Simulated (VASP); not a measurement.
# Ag (Fm-3m) in VASP: notebook

Runs on Ag. Level: LDA. Tasks: single point.

All numbers are computed with VASP 6.6.1; they aren't measurements. Logs are shortened: lines on timing, memory, paths and dates and some standing lists are left out, and cuts for length are marked.

**1. The cell of the first run**

The structure is cubic, space group Fm-3m (No. 225). The conventional cell has a = 4.113 Å, b = 4.113 Å, c = 4.113 Å, α = 90.00°, β = 90.00°, γ = 90.00°. Ag (site symmetry m-3m) has 12 Ag at 2.91 Å within 3.8 Å.

**2. Single point, LDA, collinear spin, ferromagnetic start (volume scaled by 1.02)**

INCAR

```
PREC     = Accurate       # precision mode
ENCUT    = 520            # plane-wave cutoff, eV
EDIFF    = 1E-7           # SCF threshold, eV
ISMEAR   = -1             # smearing method
SIGMA    = 0.025          # smearing width, eV
LREAL    = F              # projectors in reciprocal space
LASPH    = T              # aspherical terms in the spheres
NELM     = 150            # most SCF steps
ALGO     = Normal         # electronic algorithm
ISIF     = 2              # what is computed and relaxed
LWAVE    = F              # write WAVECAR
LCHARG   = F              # write CHGCAR
ISPIN    = 2              # spin polarisation
MAGMOM   = -0.36          # initial moments
LORBIT   = 11             # projections on sites
LMAXMIX  = 4              # l up to which the mixer works
NBANDS   = 16             # bands
```

KPOINTS

```
regular mesh
0
Gamma
  11 11 11
```

POSCAR

```
Ag
1.0
    0.0000000000      2.0562785400      2.0562785400
    2.0562785400      0.0000000000      2.0562785400
    2.0562785400      2.0562785400      0.0000000000
Ag
1
Direct
    0.0000000000      0.0000000000      0.0000000000
```

Potentials or basis: VASP PAW LDA potentials, release 64 (Ag).

On the command line:

```
cat potpaw_LDA.64/Ag/POTCAR > POTCAR
mpirun -np 1 vasp_std > vasp.out
```

OUTCAR:

```text
PREC = Accurate
   ENCUT = 520
   EDIFF = 1E-7
   ISMEAR = -1
   LREAL = F
   LASPH = T
   NELM = 150
   ISIF = 2
   ISPIN = 2
   LORBIT = 11

 ion  position               nearest neighbor table
   1  0.000  0.000  0.000-

  LATTYP: Found a face centered cubic cell.
 ALAT       =     4.1125570800

  Lattice vectors:

 A1 = (   0.0000000000,   2.0562785400,   2.0562785400)
 A2 = (   2.0562785400,   0.0000000000,   2.0562785400)
 A3 = (   2.0562785400,   2.0562785400,   0.0000000000)

Analysis of symmetry for initial positions (statically):
=====================================================================
 Subroutine PRICEL returns:
 Original cell was already a primitive cell.

 Routine SETGRP: Setting up the symmetry group for a
 face centered cubic supercell.

 Subroutine GETGRP returns: Found 48 space group operations
 (whereof 48 operations were pure point group operations)
 out of a pool of 48 trial point group operations.

The static configuration has the point symmetry O_h .

Analysis of symmetry for dynamics (positions and initial velocities):
=====================================================================
 Subroutine PRICEL returns:
 Original cell was already a primitive cell.

 Routine SETGRP: Setting up the symmetry group for a
 face centered cubic supercell.

 Subroutine GETGRP returns: Found 48 space group operations
 (whereof 48 operations were pure point group operations)
 out of a pool of 48 trial point group operations.

The dynamic configuration has the point symmetry O_h .

Analysis of structural, dynamic, and magnetic symmetry:
=====================================================================
 Subroutine PRICEL returns:
 Original cell was already a primitive cell.

 Routine SETGRP: Setting up the symmetry group for a
 face centered cubic supercell.

 Subroutine GETGRP returns: Found 48 space group operations
 (whereof 48 operations were pure point group operations)
 out of a pool of 48 trial point group operations.

The overall configuration has the point symmetry O_h .

 Subroutine INISYM returns: Found 48 space group operations
 (whereof 48 operations are pure point group operations),
 and found     1 'primitive' translations

----------------------------------------------------------------------------------------

                                     Primitive cell

  volume of cell :      17.3890

  direct lattice vectors                    reciprocal lattice vectors
     0.000000000  2.056278540  2.056278540    -0.243157719  0.243157719  0.243157719
     2.056278540  0.000000000  2.056278540     0.243157719 -0.243157719  0.243157719
     2.056278540  2.056278540  0.000000000     0.243157719  0.243157719 -0.243157719

  length of vectors
     2.908016999  2.908016999  2.908016999     0.421161524  0.421161524  0.421161524

  position of ions in fractional coordinates (direct lattice)
     0.000000000  0.000000000  0.000000000

  ion indices of the primitive-cell ions
   primitive index   ion index
                 1           1

----------------------------------------------------------------------------------------

 KPOINTS: regular mesh

Automatic generation of k-mesh.
 Grid dimensions read from file:
 generate k-points for:   11   11   11

 Generating k-lattice:

  Cartesian coordinates                     Fractional coordinates (reciprocal lattice)
    -0.022105247  0.022105247  0.022105247     0.090909091  0.000000000  0.000000000
     0.022105247 -0.022105247  0.022105247     0.000000000  0.090909091  0.000000000
     0.022105247  0.022105247 -0.022105247     0.000000000  0.000000000  0.090909091

  Length of vectors
     0.038287411  0.038287411  0.038287411

  Shift w.r.t. Gamma in fractional coordinates (k-lattice)
     0.000000000  0.000000000  0.000000000

 Subroutine IBZKPT returns following result:
 ===========================================

 Found     56 irreducible k-points:

 Following reciprocal coordinates:
            Coordinates               Weight
  0.000000  0.000000  0.000000      1.000000
  0.090909  0.000000  0.000000      8.000000
  0.181818  0.000000  0.000000      8.000000
  0.272727  0.000000  0.000000      8.000000
  0.363636  0.000000  0.000000      8.000000
  0.454545  0.000000  0.000000      8.000000
[... 16 lines left out ...]
 -0.272727  0.181818  0.000000     24.000000
 -0.181818  0.181818  0.000000     12.000000
 [... further k-points ...]
   k-points           NKPTS =     56   k-points in BZ     NKDIM =     56   number of bands    NBANDS=     16
   number of dos      NEDOS =    301   number of ions     NIONS =      1
   total plane-waves  NPLWV =  13824
   dimension x,y,z NGX =    24 NGY =   24 NGZ =   24
   dimension x,y,z NGXF=    48 NGYF=   48 NGZF=   48
   ions per type =               1
   NGX,Y,Z   is equivalent  to a cutoff of  13.72, 13.72, 13.72 a.u.
   NGXF,Y,Z  is equivalent  to a cutoff of  27.44, 27.44, 27.44 a.u.
 SYSTEM =  unknown system
   PREC   = accura    normal or accurate (medium, high low for compatibility)
   ISTART =      0    job   : 0-new  1-cont  2-samecut
   ICHARG =      2    charge: 1-file 2-atom 10-const
   ISPIN  =      2    spin polarized calculation?
   LNONCOLLINEAR =      F non collinear calculations
   LSORBIT =      F    spin-orbit coupling
   LASPH  =      T    aspherical Exc in radial PAW
   ENCUT  =  520.0 eV  38.22 Ry    6.18 a.u.   5.41  5.41  5.41*2*pi/ulx,y,z
   NELM   =    150;   NELMIN=  2; NELMDL= -5     # of ELM steps
   EDIFF  = 0.1E-06   stopping-criterion for ELM
   LREAL  =      F    real-space projection
   EDIFFG = 0.1E-05   stopping-criterion for IOM
   NSW    =      0    number of steps for IOM
   IBRION =     -1    ionic relax: 0-MD 1-quasi-New 2-CG
   NFREE  =      0    steps in history (QN), initial steepest desc. (CG)
   ISIF   =      2    stress and relaxation
   ISYM   =      2    0-nonsym 1-usesym 2-fastsym
   POTIM  = 0.5000    time-step for ionic-motion
   TEBEG  =    0.0;   TEEND  =   0.0 temperature during run
   PSTRESS=    0.0 pullay stress
   NELECT =      11.0000    total number of electrons
   NUPDOWN=      -1.0000    fix difference up-down
   EMIN   =  10.00;   EMAX   =-10.00  energy-range for DOS
   EFERMI =   0.00;   METHOD = LEGACY
   ISMEAR =    -1;   SIGMA  =   0.03  broadening in eV -4-tet -1-fermi 0-gaus
   EFERMI_NEDOS =   21; number of points for ismear=-14 and -15
   IALGO  =     38    algorithm
   IMIX   =      4    mixing-type and parameters
     AMIX     =   0.40;   BMIX     =  1.00
     AMIX_MAG =   1.60;   BMIX_MAG =  1.00
  volume/ion in A,a.u.               =      17.39       117.35
  Fermi-wavevector in a.u.,A,eV,Ry     =   1.405337  2.655702 26.871123  1.974972
  Thomas-Fermi vector in A             =   2.527808
   LORBIT       =     11    0 simple, 1 ext, 2 COOP (PROOUT), +10 PAW based schemes
   GGA     = CA    functional components
   LHFCALC =     F    Hartree Fock is set to
   AEXX    =    0.0000 exact exchange contribution
   IVDW    =     0    specifies the selected vdW correction
   LEPSILON=     F    determine dielectric tensor
   LRPA    =     F    only Hartree local field effects (RPA)
 spin polarized calculation
  energy-cutoff  :      520.00
  volume of cell :       17.39
 maximum number of plane-waves:       487
 NGX is ok and might be reduce to    24
   NGX = 11   NGY = 11   NGZ = 11

 number of electron      10.9999999 magnetization       0.0001742

 number of electron      10.9999999 magnetization      -0.0000011

 Free energy of the ion-electron system (eV)
  ---------------------------------------------------
  ext. energy  EPLUGINS =         0.00000000
  ---------------------------------------------------
  free energy    TOTEN  =        -3.74333588 eV

  energy without entropy =       -3.74220060  energy(sigma->0) =       -3.74276824

 E-fermi :   8.1133     XC(G=0): -12.4696

 val. band max:        8.0881378045   @ k =  -0.4545   0.0909   0.0000
 cond. band min:       8.1385299033   @ k =   0.4545   0.3636   0.0000
 fundamental gap:      0.0503920988
 Fermi energy:         8.1132933297

 spin component 1

 k-point     1 :       0.0000    0.0000    0.0000
  band No.  band energies     occupation
      1       0.1881      1.00000
      2       3.1613      1.00000
      3       3.1613      1.00000
      4       3.1613      1.00000
      5       4.1791      1.00000
      6       4.1791      1.00000
[... 8 lines left out ...]
     15      36.8158      0.00000
     16      36.8158      0.00000

 k-point     2 :       0.0909    0.0000    0.0000
  band No.  band energies     occupation
      1       0.4396      1.00000
      2       3.1079      1.00000
      3       3.2283      1.00000
      4       3.2283      1.00000
      5       4.1557      1.00000
      6       4.1557      1.00000
[... 8 lines left out ...]
     15      36.3379      0.00000
     16      36.3379      0.00000

 k-point     3 :       0.1818    0.0000    0.0000
  band No.  band energies     occupation
      1       1.0979      1.00000
      2       3.0725      1.00000
      3       3.3489      1.00000
      4       3.3489      1.00000
      5       4.1649      1.00000
      6       4.1649      1.00000
[... 8 lines left out ...]
     15      36.2692      0.00000
     16      38.0491      0.00000
[... 362 lines left out ...]
 k-point    23 :      -0.2727    0.1818    0.0000
  band No.  band energies     occupation
      1       2.3205      1.00000
      2       2.9909      1.00000
      3       3.4136      1.00000
      4       3.6423      1.00000
      5       4.1942      1.00000
      6       6.5099      1.00000
[... 8 lines left out ...]
     15      38.2633      0.00000
     16      41.6030      0.00000

 k-point    24 :      -0.1818    0.1818    0.0000
  band No.  band energies     occupation
      1       2.2103      1.00000
      2       2.7719      1.00000
      3       3.3755      1.00000
      4       3.7627      1.00000
      5       3.8001      1.00000
      6       5.2849      1.00000
[... 8 lines left out ...]
     15      37.7150      0.00000
     16      40.5303      0.00000

 [... further k-points ...]

 spin component 2

 k-point     1 :       0.0000    0.0000    0.0000
  band No.  band energies     occupation
      1       0.1881      1.00000
      2       3.1613      1.00000
      3       3.1613      1.00000
      4       3.1613      1.00000
      5       4.1791      1.00000
      6       4.1791      1.00000
[... 8 lines left out ...]
     15      36.8158      0.00000
     16      36.8158      0.00000

 k-point     2 :       0.0909    0.0000    0.0000
  band No.  band energies     occupation
      1       0.4396      1.00000
      2       3.1078      1.00000
      3       3.2282      1.00000
      4       3.2282      1.00000
      5       4.1557      1.00000
      6       4.1557      1.00000
[... 8 lines left out ...]
     15      36.3379      0.00000
     16      36.3379      0.00000

 k-point     3 :       0.1818    0.0000    0.0000
  band No.  band energies     occupation
      1       1.0979      1.00000
      2       3.0725      1.00000
      3       3.3489      1.00000
      4       3.3489      1.00000
      5       4.1649      1.00000
      6       4.1649      1.00000
[... 8 lines left out ...]
     15      36.2692      0.00000
     16      38.0491      0.00000
[... 362 lines left out ...]
 k-point    23 :      -0.2727    0.1818    0.0000
  band No.  band energies     occupation
      1       2.3205      1.00000
      2       2.9908      1.00000
      3       3.4135      1.00000
      4       3.6423      1.00000
      5       4.1942      1.00000
      6       6.5099      1.00000
[... 8 lines left out ...]
     15      38.2633      0.00000
     16      41.6030      0.00000

 k-point    24 :      -0.1818    0.1818    0.0000
  band No.  band energies     occupation
      1       2.2103      1.00000
      2       2.7719      1.00000
      3       3.3755      1.00000
      4       3.7627      1.00000
      5       3.8000      1.00000
      6       5.2848      1.00000
[... 8 lines left out ...]
     15      37.7150      0.00000
     16      40.5303      0.00000

 [... further k-points ...]
[... 5 lines left out ...]
  --------------------------------------------------------------------------------------
  -------------------------------------------------------------------------------------
  Total       -1.0067707     -1.0067707     -1.0067707     -0.0000000     -0.0000000      0.0000000
  in kB      -92.7609763    -92.7609763    -92.7609763     -0.0000000     -0.0000000      0.0000000
  external PRESSURE =     -92.7609763 kB  Pullay stress =       0.0000000 kB

 VOLUME and BASIS-vectors are now :
 -----------------------------------------------------------------------------
  energy-cutoff  :      520.00
  volume of cell :       17.39
      direct lattice vectors                 reciprocal lattice vectors
     0.000000000  2.056278540  2.056278540    -0.243157719  0.243157719  0.243157719
     2.056278540  0.000000000  2.056278540     0.243157719 -0.243157719  0.243157719
     2.056278540  2.056278540  0.000000000     0.243157719  0.243157719 -0.243157719

 POSITION                                       TOTAL-FORCE (eV/Angst)
 -----------------------------------------------------------------------------------
      0.00000      0.00000      0.00000         0.000000      0.000000      0.000000
 -----------------------------------------------------------------------------------
    total drift:                               -0.000000      0.000000     -0.000000

  FREE ENERGIE OF THE ION-ELECTRON SYSTEM (eV)
  ---------------------------------------------------
  free  energy   TOTEN  =        -3.7433358826 eV

  energy  without entropy=       -3.7422005992  energy(sigma->0) =       -3.74276824

 total charge

# of ion       s       p       d       tot
------------------------------------------
    1        0.416   0.295   9.140   9.850

 magnetization (x)

# of ion       s       p       d       tot
------------------------------------------
    1        0.000  -0.000  -0.000  -0.000
```

It took 11 s on 1 thread of Intel Xeon 6975P-C (Granite Rapids), shared host; peak memory 0.15 GiB.

What came out:

- Free energy: -3.7433 eV
- Pressure: -9.3 GPa
- Net moment: 0.00 μB per cell
- Valence electrons inside the program's atomic spheres: Ag 9.85

(Part 1 of 2 ends here.)
